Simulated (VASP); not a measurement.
Wanted: the native input for a VASP 6.6.1 run.

* Task: single point
* Functional: r2SCAN
* Potentials or basis: VASP PAW PBE potentials, release 64 (Li_sv, Bi_d, Se)
* Cutoff: 520 eV
* k mesh: 6 × 6 × 6
* Occupations: gaussian, width 0.01 eV
* Spin: no spin polarisation
* Dipole correction: no
* Further INCAR settings: ALGO = Normal; EDIFF = 1e-06; NBANDS = 23

LiBiSe2:

```
CELL_PARAMETERS angstrom
2.01786 1.16501 6.47840
-2.01786 1.16501 6.47840
0.00000 -2.33002 6.47840
ATOMIC_POSITIONS crystal
Li 0.00000 0.00000 0.00000
Bi 0.50000 0.50000 0.50000
Se 0.25433 0.25433 0.25433
Se 0.74567 0.74567 0.74567
```

These files were run (other wordings do the same):

POSCAR

```
LiBiSe2
1.0
    2.0178581699      1.1650109576      6.4783958895
   -2.0178581699      1.1650109576      6.4783958895
    0.0000000000     -2.3300219152      6.4783958895
Li Bi Se
1 1 2
Direct
    1.0000000000      0.0000000000      0.0000000000
    0.5000000000      0.5000000000      0.5000000000
    0.2543314314      0.2543314314      0.2543314314
    0.7456685686      0.7456685686      0.7456685686
```

INCAR.step1

```
SYSTEM = LiBiSe2
ALGO     = Normal         ! electronic algorithm
EDIFF    = 1E-4           ! SCF threshold, eV
ENCUT    = 520            ! plane-wave cutoff, eV
GGA      = PE             ! functional
ISMEAR   = 0              ! smearing method
LASPH    = .True.         ! aspherical terms in the spheres
LCHARG   = .False.        ! write CHGCAR
LREAL    = .False.        ! projectors in reciprocal space
LWAVE    = .True.         ! write WAVECAR
NBANDS   = 23             ! bands
NELM     = 60             ! most SCF steps
PREC     = Accurate       ! precision mode
SIGMA    = 0.01           ! smearing width, eV
```

INCAR.step2

```
SYSTEM = LiBiSe2
ALGO     = Normal         ! electronic algorithm
EDIFF    = 1E-6           ! SCF threshold, eV
ENCUT    = 520            ! plane-wave cutoff, eV
ISIF     = 2              ! what is computed and relaxed
ISMEAR   = 0              ! smearing method
ISTART   = 1            
LASPH    = .True.         ! aspherical terms in the spheres
LCHARG   = .True.         ! write CHGCAR
LELF     = .True.         ! ELF
LMIXTAU  = .True.       
LREAL    = .False.        ! projectors in reciprocal space
LVHAR    = .True.       
LWAVE    = .False.        ! write WAVECAR
METAGGA  = R2SCAN         ! meta-GGA
NBANDS   = 23             ! bands
NELM     = 60             ! most SCF steps
PREC     = Accurate       ! precision mode
SIGMA    = 0.01           ! smearing width, eV
```

KPOINTS

```
k-points
0
Gamma
  6 6 6
  0 0 0
```

Potentials or basis: VASP PAW PBE potentials, release 64 (Li_sv, Bi_d, Se).

Command:

```bash
$ cat potpaw_PBE.64/Li_sv/POTCAR potpaw_PBE.64/Bi_d/POTCAR potpaw_PBE.64/Se/POTCAR > POTCAR
$ cp INCAR.step1 INCAR
$ mpirun -np 1 vasp_std > vasp.out
$ cp INCAR.step2 INCAR
$ mpirun -np 1 vasp_std > vasp.out
```

It gave:

```json
{
  "Largest force": "0.429 eV/Å",
  "Band gap on the k mesh": "1.42 eV"
}
```

Caveat: the PAW data sets were made with another functional, which shifts forces and pressure a little; spin-orbit coupling is left out, which moves the levels of the heavy elements.

Run time: 9.1 min on 1 thread of Intel(R) Xeon(R) 6975P-C (Granite Rapids) (shared host), peak memory 0.47 GiB.
